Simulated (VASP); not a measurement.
# GaP (F-43m) in VASP: notebook

Runs on GaP. Level: PBEsol. Tasks: vibrations by perturbation theory.

Program: VASP 6.6.1. These are calculated values, not measurements. Logs are shortened: lines on timing, memory, paths and dates and some standing lists are left out, and cuts for length are marked.

## 1. The cell of the first run

Symmetry: F-43m, No. 216, cubic system. Conventional cell: a = 5.411 Å, b = 5.411 Å, c = 5.411 Å, α = 90.00°, β = 90.00°, γ = 90.00°. Ga (site symmetry -43m) has 4 P at 2.34 Å within 3.1 Å. P (site symmetry -43m) has 4 Ga at 2.34 Å within 3.1 Å.

## 2. Vibrations by perturbation theory, PBEsol (19.81 Å³/atom)

The input, INCAR:

```
  PREC = Accurate
  ENCUT = 500
  EDIFF = 1E-8
  ISMEAR = 0
  SIGMA = 0.01
  LREAL = False
  LASPH = True
  NELM = 120
  ALGO = Normal
  ISIF = 2
  LWAVE = False
  LCHARG = False
  GGA = PS
  NBANDS = 16
  IBRION = 8
  NSW = 1
  GGA_COMPAT = False
```

The input, KPOINTS:

```
regular mesh
0
Gamma
  8 8 8
```

The input, POSCAR:

```
GaP
1.0
    0.0000000000      2.7055991555      2.7055991555
    2.7055991555      0.0000000000      2.7055991555
    2.7055991555      2.7055991555      0.0000000000
Ga P
1 1
Direct
    0.0000000000      0.0000000000      0.0000000000
    0.7500000000      0.7500000000      0.7500000000
```

Potentials or basis: VASP PAW PBE potentials, release 64 (Ga_d, P).

Command:

```console
cat potpaw_PBE.64/Ga_d/POTCAR potpaw_PBE.64/P/POTCAR > POTCAR
mpirun -np 1 vasp_std > vasp.out
```

OUTCAR:

```text
PREC = Accurate
   ENCUT = 500
   EDIFF = 1E-8
   ISMEAR = 0
   LREAL = False
   LASPH = True
   NELM = 120
   ISIF = 2
   GGA = PS
   IBRION = 8
   NSW = 1

 ion  position               nearest neighbor table
   1  0.000  0.000  0.000-   2 2.34   2 2.34   2 2.34   2 2.34
   2  0.750  0.750  0.750-   1 2.34   1 2.34   1 2.34   1 2.34

  LATTYP: Found a face centered cubic cell.
 ALAT       =     5.4111983110

  Lattice vectors:

 A1 = (   0.0000000000,   2.7055991555,   2.7055991555)
 A2 = (   2.7055991555,   0.0000000000,   2.7055991555)
 A3 = (   2.7055991555,   2.7055991555,   0.0000000000)

Analysis of symmetry for initial positions (statically):
=====================================================================
 Subroutine PRICEL returns:
 Original cell was already a primitive cell.

 Routine SETGRP: Setting up the symmetry group for a
 face centered cubic supercell.

 Subroutine GETGRP returns: Found 24 space group operations
 (whereof 24 operations were pure point group operations)
 out of a pool of 48 trial point group operations.

The static configuration has the point symmetry T_d .

Analysis of symmetry for dynamics (positions and initial velocities):
=====================================================================
 Subroutine PRICEL returns:
 Original cell was already a primitive cell.

 Routine SETGRP: Setting up the symmetry group for a
 face centered cubic supercell.

 Subroutine GETGRP returns: Found 24 space group operations
 (whereof 24 operations were pure point group operations)
 out of a pool of 48 trial point group operations.

The dynamic configuration has the point symmetry T_d .

 Subroutine INISYM returns: Found 24 space group operations
 (whereof 24 operations are pure point group operations),
 and found     1 'primitive' translations

----------------------------------------------------------------------------------------

                                     Primitive cell

  volume of cell :      39.6114

  direct lattice vectors                    reciprocal lattice vectors
     0.000000000  2.705599155  2.705599155    -0.184801950  0.184801950  0.184801950
     2.705599155  0.000000000  2.705599155     0.184801950 -0.184801950  0.184801950
     2.705599155  2.705599155  0.000000000     0.184801950  0.184801950 -0.184801950

  length of vectors
     3.826295020  3.826295020  3.826295020     0.320086367  0.320086367  0.320086367

  position of ions in fractional coordinates (direct lattice)
     0.000000000  0.000000000  0.000000000
     0.750000000  0.750000000  0.750000000

  ion indices of the primitive-cell ions
   primitive index   ion index
                 1           1
                 2           2

----------------------------------------------------------------------------------------

 KPOINTS: regular mesh

Automatic generation of k-mesh.
 Grid dimensions read from file:
 generate k-points for:    8    8    8

 Generating k-lattice:

  Cartesian coordinates                     Fractional coordinates (reciprocal lattice)
    -0.023100244  0.023100244  0.023100244     0.125000000  0.000000000  0.000000000
     0.023100244 -0.023100244  0.023100244     0.000000000  0.125000000  0.000000000
     0.023100244  0.023100244 -0.023100244     0.000000000  0.000000000  0.125000000

  Length of vectors
     0.040010796  0.040010796  0.040010796

  Shift w.r.t. Gamma in fractional coordinates (k-lattice)
     0.000000000  0.000000000  0.000000000

 Subroutine IBZKPT returns following result:
[... 67 lines left out ...]
   IMIX   =      4    mixing-type and parameters
     AMIX     =   0.40;   BMIX     =  1.00
     AMIX_MAG =   1.60;   BMIX_MAG =  1.00
  volume/ion in A,a.u.               =      19.81       133.66
  Fermi-wavevector in a.u.,A,eV,Ry     =   1.258613  2.378434 21.553080  1.584107
  Thomas-Fermi vector in A             =   2.392214
   LORBIT       =      0    0 simple, 1 ext, 2 COOP (PROOUT), +10 PAW based schemes
   GGA     = PS    functional components
   LHFCALC =     F    Hartree Fock is set to
   AEXX    =    0.0000 exact exchange contribution
   IVDW    =     0    specifies the selected vdW correction
   LEPSILON=     F    determine dielectric tensor
   LRPA    =     F    only Hartree local field effects (RPA)
 non-spin polarized calculation
 Gauss-broadening in eV      SIGMA  =   0.01
  energy-cutoff  :      500.00
  volume of cell :       39.61
 maximum number of plane-waves:      1036
   NGX = 13   NGY = 13   NGZ = 13

--------------------------------------- Ionic step        1  -------------------------------------------

 number of electron      18.0000007 magnetization

 Free energy of the ion-electron system (eV)
  ---------------------------------------------------
  ext. energy  EPLUGINS =         0.00000000
  ---------------------------------------------------
  free energy    TOTEN  =        -9.91872587 eV

  energy without entropy =       -9.91872587  energy(sigma->0) =       -9.91872587

 E-fermi :   4.8569     XC(G=0): -10.1197

 val. band max:        4.7932816044   @ k =   0.0000   0.0000   0.0000
 cond. band min:       6.2640488150   @ k =   0.5000   0.5000   0.0000
 fundamental gap:      1.4707672105
 Fermi energy:         4.8568702786

 k-point     1 :       0.0000    0.0000    0.0000
  band No.  band energies     occupation
      1      -9.7874      2.00000
      2      -9.7874      2.00000
      3      -9.7874      2.00000
      4      -9.6798      2.00000
      5      -9.6798      2.00000
      6      -7.8973      2.00000
[... 433 lines left out ...]
      3      -9.7408      2.00000
      4      -9.6858      2.00000
      5      -9.6720      2.00000
      6      -5.3110      2.00000
[... 8 lines left out ...]
     15      16.7685      0.00000
     16      17.3589      0.00000

 [... further k-points ...]
[... 5 lines left out ...]
  --------------------------------------------------------------------------------------
  -------------------------------------------------------------------------------------
  Total        0.3106708      0.3106708      0.3106708     -0.0000000      0.0000000     -0.0000000
  in kB       12.5658138     12.5658138     12.5658138     -0.0000000      0.0000000     -0.0000000
  external PRESSURE =      12.5658138 kB  Pullay stress =       0.0000000 kB

 VOLUME and BASIS-vectors are now :
 -----------------------------------------------------------------------------
  energy-cutoff  :      500.00
  volume of cell :       39.61
      direct lattice vectors                 reciprocal lattice vectors
     0.000000000  2.705599155  2.705599155    -0.184801950  0.184801950  0.184801950
     2.705599155  0.000000000  2.705599155     0.184801950 -0.184801950  0.184801950
     2.705599155  2.705599155  0.000000000     0.184801950  0.184801950 -0.184801950

 POSITION                                       TOTAL-FORCE (eV/Angst)
 -----------------------------------------------------------------------------------
      0.00000      0.00000      0.00000         0.000000      0.000000      0.000000
      4.05840      4.05840      4.05840        -0.000000     -0.000000     -0.000000
 -----------------------------------------------------------------------------------
    total drift:                               -0.000001     -0.000001     -0.000001

  FREE ENERGIE OF THE ION-ELECTRON SYSTEM (eV)
  ---------------------------------------------------
  free  energy   TOTEN  =        -9.9187258712 eV

  energy  without entropy=       -9.9187258712  energy(sigma->0) =       -9.91872587

[... ionic steps 2 to 3 ...]

--------------------------------------- Ionic step        4  -------------------------------------------

------------------------ aborting loop because EDIFF is reached ----------------------------------------

[... ionic steps 5 to 6 ...]

--------------------------------------- Ionic step        7  -------------------------------------------

 Free energy of the ion-electron system (eV)
  ---------------------------------------------------
  ---------------------------------------------------
  free energy    TOTEN  =        -0.04743610 eV

  energy without entropy =       -0.04743610

------------------------ aborting loop because EDIFF is reached ----------------------------------------

 INTERNAL STRAIN TENSOR  FOR ION    2  DIRECTION 1   (eV/Angst):
 -----------------------------------------------------------------------------
    -0.01193  0.00000  0.00000
     0.00000  0.00724  7.87505
     0.00000  7.87505  0.00724

 INTERNAL STRAIN TENSOR FOR ION    2 for displacements in x,y,z  (eV/Angst):
          X           Y           Z          XY          YZ          ZX
  --------------------------------------------------------------------------------
  x    -0.00000     0.00000     0.00000     0.00000     7.87505     0.00000
  y     0.00000    -0.00000     0.00000     0.00000     0.00000     7.87505
  z     0.00000     0.00000    -0.00000     7.87505     0.00000     0.00000

 SECOND DERIVATIVES (NOT SYMMETRIZED)
 ------------------------------------
               1X          1Y          1Z          2X          2Y          2Z
  1X   -10.379802    0.000000    0.000000   10.379802    0.000000    0.000000
  1Y     0.000000  -10.379802    0.000000    0.000000   10.379802    0.000000
  1Z     0.000000    0.000000  -10.379802    0.000000    0.000000   10.379802
  2X    10.344910    0.000000    0.000000  -10.344910    0.000000    0.000000
  2Y     0.000000   10.344910    0.000000    0.000000  -10.344910    0.000000
  2Z     0.000000    0.000000   10.344910    0.000000    0.000000  -10.344910

 Eigenvectors and eigenvalues of the dynamical matrix
 ----------------------------------------------------

   1 f  =   10.863280 THz    68.256002 2PiTHz  362.360018 cm-1    44.926896 meV
             X         Y         Z           dx          dy          dz
      0.000000  0.000000  0.000000     0.000000   -0.555260   -0.000000
      4.058399  4.058399  4.058399     0.000000    0.831677   -0.000000
[... 21 lines left out ...]
   6 f/i=    0.008446 THz     0.053068 2PiTHz    0.281730 cm-1     0.034930 meV
             X         Y         Z           dx          dy          dz
      0.000000  0.000000  0.000000     0.499871   -0.533407    0.396600
      4.058399  4.058399  4.058399     0.333734   -0.356124    0.264786

--------------------------------------------------------------------------------------------------------

 ELASTIC MODULI CONTR FROM IONIC RELAXATION (kBar)
 Direction    XX          YY          ZZ          XY          YZ          ZX
 --------------------------------------------------------------------------------
 XX          -0.0000      0.0000      0.0000      0.0000      0.0000      0.0000
 YY           0.0000     -0.0000      0.0000      0.0000      0.0000      0.0000
 ZZ           0.0000      0.0000     -0.0000      0.0000      0.0000      0.0000
 XY           0.0000      0.0000      0.0000   -240.0888      0.0000      0.0000
 YZ           0.0000      0.0000      0.0000      0.0000   -240.0888      0.0000
 ZX           0.0000      0.0000      0.0000      0.0000      0.0000   -240.0888
 --------------------------------------------------------------------------------
```

Wall time 2.9 min (1 thread of Intel Xeon Platinum 8259CL at 2.50GHz (Skylake/Cascade Lake), shared host); peak memory 0.27 GiB.

Results:

| Quantity | Value |
| --- | --- |
| Highest phonon frequency at Γ, LO-TO splitting left out | 362 cm⁻¹ |

Phonon frequencies in cm⁻¹ (negative: imaginary):
```tsv
q point	frequencies
(0.000, 0.000, 0.000)	0 0 0 362 362 362
```

Caveat: the cell stands under pressure or tension, which shifts response properties; the PAW data sets were made with another functional, which shifts forces and pressure a little.

## 3. Vibrations by perturbation theory, PBEsol

This run uses another cell than the first one, of 20.11 Å³/atom.

The input, INCAR:

```
SYSTEM = GaP
PREC     = Accurate       ! precision mode
ENCUT    = 500            ! plane-wave cutoff, eV
EDIFF    = 1E-8           ! SCF threshold, eV
ISMEAR   = 0              ! smearing method
SIGMA    = 0.01           ! smearing width, eV
LREAL    = .False.        ! projectors in reciprocal space
LASPH    = .True.         ! aspherical terms in the spheres
NELM     = 120            ! most SCF steps
ALGO     = Normal         ! electronic algorithm
ISIF     = 2              ! what is computed and relaxed
LWAVE    = .False.        ! write WAVECAR
LCHARG   = .False.        ! write CHGCAR
GGA      = PS             ! functional
NBANDS   = 16             ! bands
IBRION   = 8              ! ionic algorithm
NSW      = 1              ! ionic steps
GGA_COMPAT= .False.
```

The input, KPOINTS:

```
regular mesh
0
Gamma
  8 8 8
  0 0 0
```

The input, POSCAR:

```
GaP
1.0
    0.0000000000      2.7192640295      2.7192640295
    2.7192640295      0.0000000000      2.7192640295
    2.7192640295      2.7192640295      0.0000000000
Ga P
1 1
Direct
    0.0000000000      0.0000000000      0.0000000000
    0.7500000000      0.7500000000      0.7500000000
```

Potentials or basis: VASP PAW PBE potentials, release 64 (Ga_d, P).

Command:

```console
cat potpaw_PBE.64/Ga_d/POTCAR potpaw_PBE.64/P/POTCAR > POTCAR
mpirun -np 1 vasp_std > vasp.out
```

OUTCAR:

```text
SYSTEM = GaP
   PREC = Accurate
   ENCUT = 500
   EDIFF = 1E-8
   ISMEAR = 0
   LREAL = .False.
   LASPH = .True.
   NELM = 120
   ISIF = 2
   GGA = PS
   IBRION = 8
   NSW = 1

 ion  position               nearest neighbor table
   1  0.000  0.000  0.000-   2 2.35   2 2.35   2 2.35   2 2.35
   2  0.750  0.750  0.750-   1 2.35   1 2.35   1 2.35   1 2.35

  LATTYP: Found a face centered cubic cell.
 ALAT       =     5.4385280590

  Lattice vectors:

 A1 = (   0.0000000000,   2.7192640295,   2.7192640295)
 A2 = (   2.7192640295,   0.0000000000,   2.7192640295)
 A3 = (   2.7192640295,   2.7192640295,   0.0000000000)

Analysis of symmetry for initial positions (statically):
=====================================================================
 Subroutine PRICEL returns:
 Original cell was already a primitive cell.

 Routine SETGRP: Setting up the symmetry group for a
 face centered cubic supercell.

 Subroutine GETGRP returns: Found 24 space group operations
 (whereof 24 operations were pure point group operations)
 out of a pool of 48 trial point group operations.

The static configuration has the point symmetry T_d .

Analysis of symmetry for dynamics (positions and initial velocities):
=====================================================================
 Subroutine PRICEL returns:
 Original cell was already a primitive cell.

 Routine SETGRP: Setting up the symmetry group for a
 face centered cubic supercell.

 Subroutine GETGRP returns: Found 24 space group operations
 (whereof 24 operations were pure point group operations)
[... 641 lines left out ...]
    total drift:                               -0.000001     -0.000001     -0.000001

  FREE ENERGIE OF THE ION-ELECTRON SYSTEM (eV)
  ---------------------------------------------------
  free  energy   TOTEN  =        -9.9210174589 eV

  energy  without entropy=       -9.9210174589  energy(sigma->0) =       -9.92101746

[... ionic steps 2 to 3 ...]

--------------------------------------- Ionic step        4  -------------------------------------------

------------------------ aborting loop because EDIFF is reached ----------------------------------------

[... ionic steps 5 to 6 ...]

--------------------------------------- Ionic step        7  -------------------------------------------

 Free energy of the ion-electron system (eV)
  ---------------------------------------------------
  ---------------------------------------------------
  free energy    TOTEN  =        -0.04739976 eV

  energy without entropy =       -0.04739976

------------------------ aborting loop because EDIFF is reached ----------------------------------------

 INTERNAL STRAIN TENSOR  FOR ION    2  DIRECTION 1   (eV/Angst):
 -----------------------------------------------------------------------------
    -0.01132  0.00000  0.00000
     0.00000  0.00718  7.26264
     0.00000  7.26264  0.00718

 INTERNAL STRAIN TENSOR FOR ION    2 for displacements in x,y,z  (eV/Angst):
          X           Y           Z          XY          YZ          ZX
  --------------------------------------------------------------------------------
  x    -0.00000     0.00000     0.00000     0.00000     7.26264     0.00000
  y     0.00000     0.00000     0.00000     0.00000     0.00000     7.26264
  z     0.00000     0.00000    -0.00000     7.26264     0.00000     0.00000

 SECOND DERIVATIVES (NOT SYMMETRIZED)
 ------------------------------------
               1X          1Y          1Z          2X          2Y          2Z
  1X   -10.022529    0.000000    0.000000   10.022529    0.000000    0.000000
  1Y     0.000000  -10.022529    0.000000    0.000000   10.022529    0.000000
  1Z     0.000000    0.000000  -10.022529    0.000000    0.000000   10.022529
  2X     9.972999    0.000000    0.000000   -9.972999    0.000000    0.000000
  2Y     0.000000    9.972999    0.000000    0.000000   -9.972999    0.000000
  2Z     0.000000    0.000000    9.972999    0.000000    0.000000   -9.972999

 Eigenvectors and eigenvalues of the dynamical matrix
 ----------------------------------------------------

   1 f  =   10.668834 THz    67.034260 2PiTHz  355.873991 cm-1    44.122732 meV
             X         Y         Z           dx          dy          dz
      0.000000  0.000000  0.000000     0.000000    0.000000   -0.555565
      4.078896  4.078896  4.078896     0.000000   -0.000000    0.831473
[... 21 lines left out ...]
   6 f/i=    0.012208 THz     0.076705 2PiTHz    0.407215 cm-1     0.050488 meV
             X         Y         Z           dx          dy          dz
      0.000000  0.000000  0.000000     0.754844    0.340522   -0.074848
      4.078896  4.078896  4.078896     0.504364    0.227527   -0.050011

--------------------------------------------------------------------------------------------------------

 ELASTIC MODULI CONTR FROM IONIC RELAXATION (kBar)
 Direction    XX          YY          ZZ          XY          YZ          ZX
 --------------------------------------------------------------------------------
 XX          -0.0000      0.0000      0.0000      0.0000      0.0000      0.0000
 YY           0.0000     -0.0000      0.0000      0.0000      0.0000     -0.0000
 ZZ           0.0000      0.0000     -0.0000      0.0000      0.0000      0.0000
 XY           0.0000      0.0000      0.0000   -208.4069      0.0000      0.0000
 YZ           0.0000      0.0000      0.0000      0.0000   -208.4069      0.0000
 ZX           0.0000     -0.0000      0.0000      0.0000      0.0000   -208.4069
 --------------------------------------------------------------------------------
```

OSZICAR:

```text
N       E                     dE             d eps       ncg     rms          rms(c)
DAV:   1     0.805061149158E+02    0.80506E+02   -0.87932E+03   952   0.160E+03
DAV:   2    -0.386675526609E+01   -0.84373E+02   -0.80478E+02  1064   0.317E+02
[... 44 lines left out ...]
RMM:   5    -0.474204990859E-01   -0.18366E-04   -0.24375E-05  6416   0.193E-02    0.646E-03
RMM:   6    -0.474034913632E-01    0.17008E-04   -0.26651E-06  6115   0.668E-03    0.390E-03
RMM:   7    -0.474013328463E-01    0.21585E-05    0.62882E-07  6282   0.259E-03    0.193E-04
RMM:   8    -0.474000049399E-01    0.13279E-05   -0.25062E-09  6315   0.927E-04    0.169E-04
RMM:   9    -0.473997570325E-01    0.24791E-06   -0.55573E-09  6350   0.283E-04    0.195E-05
RMM:  10    -0.473997577803E-01   -0.74781E-09   -0.45066E-09  6310   0.103E-04    0.617E-06
 Linear response finished
```

Wall time 2.9 min (1 thread of Intel Xeon Platinum 8259CL at 2.50GHz (Skylake/Cascade Lake), shared host); peak memory 0.27 GiB.

What came out:

```yaml
Highest_phonon_frequency_at_Γ_LO-TO_splitting_left_out: 356 cm⁻¹
```

Phonon frequencies in cm⁻¹ (negative: imaginary):
```
              q point        frequencies
(0.000, 0.000, 0.000)  0 0 0 356 356 356
```

Caveat: the PAW data sets were made with another functional, which shifts forces and pressure a little.

(Continued in part 2 of 2.)
